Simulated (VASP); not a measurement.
Set up this calculation in VASP 6.6.1, as the native input.

```yaml
Task: single point
Functional: LDA
Potentials_or_basis: VASP PAW LDA potentials, release 64 (Sc_sv, Al)
Cutoff: 500 eV
k_mesh: 10 × 10 × 10
Occupations: gaussian, width 0.1 eV
Spin: no spin polarisation
Dipole_correction: no
Further_INCAR_settings: ALGO = Normal; EDIFF = 1e-06; NBANDS = 18
```

The structure of ScAl3 lies in POSCAR:

```
ScAl3
1.0
    4.0316373440      0.0000000000      0.0000000000
    0.0000000000      4.0316373440      0.0000000000
    0.0000000000      0.0000000000      4.0316373440
Sc Al
1 3
Direct
    0.0000000000      0.0000000000      0.0000000000
    0.5000000000      0.0000000000      0.5000000000
    0.0000000000      0.5000000000      0.5000000000
    0.5000000000      0.5000000000      0.0000000000
```

These files were run (other wordings do the same):

INCAR

```
SYSTEM = ScAl3
PREC = Accurate
ENCUT = 500
EDIFF = 1E-6
ISMEAR = 0
SIGMA = 0.1
LREAL = .FALSE.
LASPH = .TRUE.
NELM = 120
ALGO = Normal
ISIF = 2
LWAVE = .FALSE.
LCHARG = .FALSE.
NBANDS = 18
GGA_COMPAT = .FALSE.
```

KPOINTS

```
regular mesh
0
G
  10 10 10
  0 0 0
```

Potentials or basis: VASP PAW LDA potentials, release 64 (Sc_sv, Al).

The run is started by

```sh
$ cat potpaw_LDA.64/Sc_sv/POTCAR potpaw_LDA.64/Al/POTCAR > POTCAR
$ mpirun -np 1 vasp_std > vasp.out
```

Results of the run:

The pressure is 0.1 GPa and the band gap on the k mesh is zero (bands 10 and 11 overlap by 3.95 eV).

It took 48 s on 1 thread of Intel Xeon 8259CL, with other jobs on the host, peak memory 0.19 GiB.
